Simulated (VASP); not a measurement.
# MgB2 (P6/mmm) in VASP: a series of runs, part 2 of 2

VASP 6.6.1. The steps go on from the part before.

**3. Relaxation of shape and atoms at fixed volume, PBE (volume scaled by 1.06)**

INCAR

```
SYSTEM = MgB2
  ALGO = Normal
  EDIFF = 1E-6
  EDIFFG = -0.01
  ENCUT = 600
  GGA = PE
  IBRION = 2
  ISIF = 4
  ISMEAR = 0
  LASPH = .True.
  LCHARG = .False.
  LREAL = .False.
  LWAVE = .False.
  NELM = 100
  NSW = 50
  PREC = Accurate
  SIGMA = 0.1
```

KPOINTS

```
k-points
0
Gamma
  18 18 12
  0 0 0
```

POSCAR

```
MgB2
1.0
    3.1294111209      0.0000000000      0.0000000000
   -1.5647055605      2.7101495296      0.0000000000
    0.0000000000      0.0000000000      3.6071377211
Mg B
1 2
Direct
    0.0000000000      0.0000000000      0.0000000000
    0.3333333333      0.6666666667      0.5000000000
    0.6666666667      0.3333333333      0.5000000000
```

Potentials or basis: VASP PAW PBE potentials, release 64 (Mg, B).

Started as:

```bash
$ cat potpaw_PBE.64/Mg/POTCAR potpaw_PBE.64/B/POTCAR > POTCAR
$ mpirun -np 1 vasp_std > vasp.out
```

OUTCAR:

```text
SYSTEM = MgB2
   EDIFF = 1E-6
   EDIFFG = -0.01
   ENCUT = 600
   GGA = PE
   IBRION = 2
   ISIF = 4
   ISMEAR = 0
   LASPH = .True.
   LREAL = .False.
   NELM = 100
   NSW = 50
   PREC = Accurate

 ion  position               nearest neighbor table
   1  0.000  0.000  0.000-   2 2.55   3 2.55   2 2.55   3 2.55   3 2.55   3 2.55   2 2.55   2 2.55
                             3 2.55   3 2.55   2 2.55   2 2.55
   2  0.333  0.667  0.500-   3 1.81   3 1.81   3 1.81   1 2.55   1 2.55   1 2.55   1 2.55   1 2.55
                             1 2.55
   3  0.667  0.333  0.500-   2 1.81   2 1.81   2 1.81   1 2.55   1 2.55   1 2.55   1 2.55   1 2.55
                             1 2.55

  LATTYP: Found a hexagonal cell.
 ALAT       =     3.1294111209
 C/A-ratio  =     1.1526570277

  Lattice vectors:

 A1 = (   3.1294111209,   0.0000000000,   0.0000000000)
[... 270 lines left out ...]
 Fermi energy:         4.8797760475

 k-point     1 :       0.0000    0.0000    0.0000
  band No.  band energies     occupation
      1      -7.2102      2.00000
      2       1.9347      2.00000
      3       5.2929      0.00000
      4       5.2929      0.00000
      5       6.1926      0.00000
      6      11.1245      0.00000
      7      11.1245      0.00000
      8      12.6443      0.00000
[... 243 lines left out ...]
 k-point    24 :       0.3889    0.1111    0.0000
  band No.  band energies     occupation
      1      -3.8454      2.00000
      2      -1.9348      2.00000
      3       2.0145      2.00000
      4       4.9699      0.20249
      5       8.0503      0.00000
      6       9.2913      0.00000
      7      10.0966      0.00000
      8      11.8790      0.00000

 [... further k-points ...]

------------------------ aborting loop because EDIFF is reached ----------------------------------------

  FORCE on cell =-STRESS in cart. coord.  units (eV):
  Direction    XX          YY          ZZ          XY          YZ          ZX
  --------------------------------------------------------------------------------------
  -------------------------------------------------------------------------------------
  Total       -1.4880892     -1.4880892     -1.4922257      0.0000000     -0.0000000      0.0000000
  in kB      -77.9329189    -77.9329189    -78.1495543      0.0000000     -0.0000000      0.0000000
  external PRESSURE =     -78.0051307 kB  Pullay stress =       0.0000000 kB
[... 18 lines left out ...]
  FREE ENERGIE OF THE ION-ELECTRON SYSTEM (eV)
  ---------------------------------------------------
  free  energy   TOTEN  =       -15.2827674112 eV

  energy  without entropy=      -15.2793907376  energy(sigma->0) =      -15.28107907

 reached required accuracy - stopping structural energy minimisation
```

OSZICAR:

```text
N       E                     dE             d eps       ncg     rms          rms(c)
DAV:   1     0.796059707939E+01    0.79606E+01   -0.41867E+03  4360   0.942E+02
DAV:   2    -0.164981667531E+02   -0.24459E+02   -0.23369E+02  5992   0.115E+02
[... 16 lines left out ...]
   2 F= -.15282754E+02 E0= -.15281073E+02  d E =-.447762E-03
       N       E                     dE             d eps       ncg     rms          rms(c)
DAV:   1    -0.152827803735E+02   -0.25168E-04   -0.55784E-04  6000   0.185E-01    0.141E-02
DAV:   2    -0.152827690763E+02    0.11297E-04   -0.25729E-05  5608   0.317E-02    0.571E-03
DAV:   3    -0.152827673982E+02    0.16781E-05   -0.72264E-06  5288   0.144E-02    0.137E-03
DAV:   4    -0.152827674112E+02   -0.12936E-07   -0.30380E-07  2584   0.428E-03
   3 F= -.15282767E+02 E0= -.15281079E+02  d E =-.460719E-03
```

It took 50 s on 1 thread of Intel Xeon 6975P-C (Granite Rapids), shared host; peak memory 0.23 GiB.

What came out:

```yaml
Free_energy: -15.2828 eV
Energy_gained_by_relaxing: 0.2 meV/atom
Ionic_steps: 3
Pressure_after_relaxing: -7.8 GPa
Band_gap_on_the_k_mesh: zero (band 4 reaches 6.59 eV, above the bottom of band 5 at 3.01 eV)
```

Step by step:
| step | energy change (eV) | largest force (eV/Å) | pressure (GPa) | volume (Å³) |
| --- | --- | --- | --- | --- |
| 1 | 0.0000 | 0.0000 | -8.01 | 30.59 |
| 2 | -0.0004 | 0.0000 | -7.83 | 30.59 |
| 3 | -0.0005 | 0.0000 | -7.80 | 30.59 |

Final structure:
```cif
data_structure
_symmetry_space_group_name_H-M 'P 1'
_symmetry_Int_Tables_number 1
_cell_length_a 3.1239
_cell_length_b 3.1239
_cell_length_c 3.6198
_cell_angle_alpha 90.000
_cell_angle_beta 90.000
_cell_angle_gamma 120.000
_cell_volume 30.59
loop_
_atom_site_label
_atom_site_type_symbol
_atom_site_fract_x
_atom_site_fract_y
_atom_site_fract_z
_atom_site_occupancy
Mg1 Mg 0.00000 0.00000 0.00000 1
B1 B 0.33333 0.66667 0.50000 1
B2 B 0.66667 0.33333 0.50000 1
```

Levels at points of the mesh, in eV from the Fermi level:
```tsv
k point	band 1	band 2	band 3	band 4	band 5	band 6	band 7	band 8
(0.00, 0.00, 0.00)	-12.09	-2.95	0.41	0.41	1.31	6.24	6.24	7.76
(0.50, 0.00, 0.00)	-8.33	-7.57	-2.04	0.17	2.91	3.87	4.92	6.51
(0.00, 0.00, 0.50)	-10.93	-7.19	0.74	0.74	6.58	6.58	7.82	9.28
(0.50, 0.00, 0.50)	-7.44	-6.74	-3.39	-1.77	-1.22	5.48	8.39	8.68
```

Caveat: the cell differs from its parent crystal (volume scaled by 1.06).

**4. Relaxation of shape and atoms at fixed volume, PBE (volume scaled by 1.10)**

INCAR

```
  ALGO = Normal
  EDIFF = 1E-7
  EDIFFG = -0.01
  ENCUT = 600
  GGA = PE
  IBRION = 2
  ISIF = 4
  ISMEAR = 0
  LASPH = True
  LCHARG = False
  LREAL = False
  LWAVE = False
  NELM = 100
  NSW = 50
  PREC = Accurate
  SIGMA = 0.1
```

KPOINTS

```
k-points
0
Gamma
  18 18 12
```

POSCAR

```
MgB2
1.0
    3.1617826065      0.0000000000      0.0000000000
   -1.5808913033      2.7381840585      0.0000000000
    0.0000000000      0.0000000000      3.6669988612
Mg B
1 2
Direct
    0.0000000000      0.0000000000      0.0000000000
    0.3333333333      0.6666666667      0.5000000000
    0.6666666667      0.3333333333      0.5000000000
```

Started as:

```bash
$ cat potpaw_PBE.64/Mg/POTCAR potpaw_PBE.64/B/POTCAR > POTCAR
$ mpirun -np 1 vasp_std > vasp.out
```

Wall time 59 s (1 thread of Intel Xeon 6975P-C (Granite Rapids), shared host); peak memory 0.23 GiB.

The run converged. Its results:

| Property | Result |
| --- | --- |
| Free energy | -15.2122 eV |
| Energy gained by relaxing | 0.3 meV/atom |
| Ionic steps | 3 |
| Pressure after relaxing | -11.8 GPa |
| Band gap on the k mesh | zero (band 4 reaches 6.29 eV, above the bottom of band 5 at 2.84 eV) |

The path:
```tsv
step	energy change (eV)	largest force (eV/Å)	pressure (GPa)	volume (Å³)
1	0.0000	0.0000	-12.02	31.75
2	-0.0008	0.0000	-11.81	31.75
3	-0.0008	0.0000	-11.76	31.75
```

Final structure:
```xyz
3
Lattice="3.1545 0.0000 0.0000 -1.5772 2.7318 0.0000 0.0000 0.0000 3.6840" Properties=species:S:1:pos:R:3 pbc="T T T"
Mg    0.0000    0.0000    0.0000
B     0.0000    1.8212    1.8420
B     1.5772    0.9106    1.8420
```

Levels at points of the mesh, in eV from the Fermi level:
```csv
k point,band 1,band 2,band 3,band 4,band 5,band 6,band 7,band 8
"(0.00, 0.00, 0.00)",-11.88,-2.94,0.42,0.42,1.09,6.17,6.17,7.49
"(0.50, 0.00, 0.00)",-8.20,-7.41,-1.97,0.14,2.79,3.83,4.65,6.12
"(0.00, 0.00, 0.50)",-10.79,-7.04,0.72,0.72,6.50,6.50,7.68,8.71
"(0.50, 0.00, 0.50)",-7.37,-6.62,-3.29,-1.72,-1.20,5.30,8.10,8.49
```

Caveat: the cell differs from its parent crystal (volume scaled by 1.10).

**5. Single point, PBE**

This run uses another cell than the first one, of 9.68 Å³/atom, 0.977 times its volume.

INCAR

```
SYSTEM = MgB2
PREC = Accurate ; ENCUT = 520
EDIFF = 1E-6 ; ISMEAR = 0
SIGMA = 0.1 ; LREAL = .False.
LASPH = .True. ; NELM = 100
ALGO = Normal ; ISIF = 2
LWAVE = .False. ; LCHARG = .False.
GGA = PE ; NBANDS = 11
```

KPOINTS

```
regular mesh
0
Gamma
  6 6 6
  0 0 0
```

POSCAR

```
MgB2
1.0
    3.0850007055      0.0000000000      0.0000000000
   -1.5425003528      2.6716889817      0.0000000000
    0.0000000000      0.0000000000      3.5230000000
Mg B
1 2
Direct
    0.0000000000      0.0000000000      0.0000000000
    0.3333333333      0.6666666667      0.5000000000
    0.6666666667      0.3333333333      0.5000000000
```

Potentials or basis: VASP PAW PBE potentials, release 64 (Mg, B).

Started as:

```bash
$ cat potpaw_PBE.64/Mg/POTCAR potpaw_PBE.64/B/POTCAR > POTCAR
$ mpirun -np 1 vasp_std > vasp.out
```

OUTCAR:

```text
SYSTEM = MgB2
   PREC = Accurate
   ENCUT = 520
   EDIFF = 1E-6
   ISMEAR = 0
   LREAL = .False.
   LASPH = .True.
   NELM = 100
   ISIF = 2
   GGA = PE

 ion  position               nearest neighbor table
   1  0.000  0.000  0.000-   2 2.51   3 2.51   2 2.51   3 2.51   3 2.51   3 2.51   2 2.51   2 2.51
                             3 2.51   3 2.51   2 2.51   2 2.51
   2  0.333  0.667  0.500-   3 1.78   3 1.78   3 1.78   1 2.51   1 2.51   1 2.51   1 2.51   1 2.51
                             1 2.51
   3  0.667  0.333  0.500-   2 1.78   2 1.78   2 1.78   1 2.51   1 2.51   1 2.51   1 2.51   1 2.51
                             1 2.51

[... 536 lines left out ...]
  --------------------------------------------------------------------------------------
  -------------------------------------------------------------------------------------
  Total       -0.1456371     -0.1456371     -0.3510120      0.0000000      0.0000000     -0.0000000
  in kB       -8.0357929     -8.0357929    -19.3677328      0.0000000      0.0000000     -0.0000000
  external PRESSURE =     -11.8131062 kB  Pullay stress =       0.0000000 kB

 VOLUME and BASIS-vectors are now :
 -----------------------------------------------------------------------------
  energy-cutoff  :      520.00
  volume of cell :       29.04
      direct lattice vectors                 reciprocal lattice vectors
     3.085000706  0.000000000  0.000000000     0.324149034  0.187147532  0.000000000
    -1.542500353  2.671688982  0.000000000     0.000000000  0.374295065  0.000000000
     0.000000000  0.000000000  3.523000000     0.000000000  0.000000000  0.283848992

 POSITION                                       TOTAL-FORCE (eV/Angst)
 -----------------------------------------------------------------------------------
      0.00000      0.00000      0.00000        -0.000000      0.000000      0.000000
     -0.00000      1.78113      1.76150        -0.000000     -0.000000     -0.000000
      1.54250      0.89056      1.76150         0.000000      0.000000      0.000000
 -----------------------------------------------------------------------------------
    total drift:                                0.000000     -0.000000      0.000000

  FREE ENERGIE OF THE ION-ELECTRON SYSTEM (eV)
  ---------------------------------------------------
  free  energy   TOTEN  =       -15.3305343392 eV

  energy  without entropy=      -15.3272572870  energy(sigma->0) =      -15.32889581
```

Wall time 6.7 s (1 thread of Intel Xeon Platinum 8488C (Sapphire Rapids), shared host); peak memory 0.14 GiB.

Results:

* Free energy: -15.3305 eV
* Pressure: -1.2 GPa
* Band gap on the k mesh: zero (band 4 reaches 7.07 eV, above the bottom of band 5 at 3.25 eV)

Caveat: the k points lie up to 0.39 Å⁻¹ apart.

**6. Single point, PBE (strained)**

INCAR

```
PREC     = Accurate       # precision mode
ENCUT    = 520            # plane-wave cutoff, eV
EDIFF    = 1E-7           # SCF threshold, eV
ISMEAR   = 0              # smearing method
SIGMA    = 0.1            # smearing width, eV
LREAL    = F              # projectors in reciprocal space
LASPH    = T              # aspherical terms in the spheres
NELM     = 80             # most SCF steps
ALGO     = Normal         # electronic algorithm
ISIF     = 2              # what is computed and relaxed
LWAVE    = F              # write WAVECAR
LCHARG   = T              # write CHGCAR
GGA      = PE             # functional
LELF     = T              # ELF
LVHAR    = T            
NBANDS   = 11             # bands
```

KPOINTS

```
Automatic mesh
0
Gamma
  15 15 12
```

POSCAR

```
MgB2
1.0
    2.9021527137      0.0000000000      0.0000000000
   -1.4510763569      2.5133379758      0.0000000000
    0.0000000000      0.0000000000      3.5255717900
Mg B
1 2
Direct
    0.0000000000      0.0000000000      0.0000000000
    0.3333333333      0.6666666667      0.5000000000
    0.6666666667      0.3333333333      0.5000000000
```

Potentials or basis: VASP PAW PBE potentials, release 64 (Mg, B).

Started as:

```bash
$ cat potpaw_PBE.64/Mg/POTCAR potpaw_PBE.64/B/POTCAR > POTCAR
$ mpirun -np 1 vasp_std > vasp.out
```

It took 33 s on 1 thread of Intel Xeon Platinum 8488C (Sapphire Rapids), shared host; peak memory 0.18 GiB.

The run converged. Its results:

| Quantity | Value |
| --- | --- |
| Free energy | -15.0111 eV |
| Pressure | 24.8 GPa |
| Band gap on the k mesh | zero (band 4 reaches 7.79 eV, above the bottom of band 5 at 4.09 eV) |

Stress tensor (GPa, compression positive):
```
35.42  0.00  0.00
 0.00 35.42  0.00
 0.00  0.00  3.60
```

Levels at points of the mesh, in eV from the Fermi level:
```
           k point  band 2  band 3  band 4  band 5  band 6  band 7
(0.00, 0.00, 0.00)   -3.95    0.70    0.70    0.82    7.44    7.44
(0.00, 0.00, 0.50)   -8.31    1.02    1.02    7.61    7.61    9.10
```

Caveat: the cell differs from its parent crystal (strained).

**7. Summary**

```tsv
task	cell	k mesh	cutoff (eV)	gap on the mesh (eV)	pressure (GPa)
relaxation of shape and atoms at fixed volume	relaxed from a = 3.106, b = 3.106, c = 3.557 Å, angles 90.0, 90.0, 120.0°, 3 atoms	18 × 18 × 12	600	none	-4.3
relaxation of shape and atoms at fixed volume	relaxed from a = 3.129, b = 3.129, c = 3.607 Å, angles 90.0, 90.0, 120.0°, 3 atoms	18 × 18 × 12	600	none	-7.8
relaxation of shape and atoms at fixed volume	relaxed from a = 3.162, b = 3.162, c = 3.667 Å, angles 90.0, 90.0, 120.0°, 3 atoms	18 × 18 × 12	600	none	-11.8
single point	a = 3.085, b = 3.085, c = 3.523 Å, angles 90.0, 90.0, 120.0°, 3 atoms	6 × 6 × 6	520	none	-1.2
single point	a = 2.902, b = 2.902, c = 3.526 Å, angles 90.0, 90.0, 120.0°, 3 atoms	15 × 15 × 12	520	none	24.8
```

Alike in all rows: level PBE; potentials or basis VASP PAW PBE potentials, release 64 (Mg, B); no spin polarisation; smearing gaussian 0.1 eV.

Caveats: some runs use coarse meshes.

Absolute energies hang on the potentials; compare differences alone.
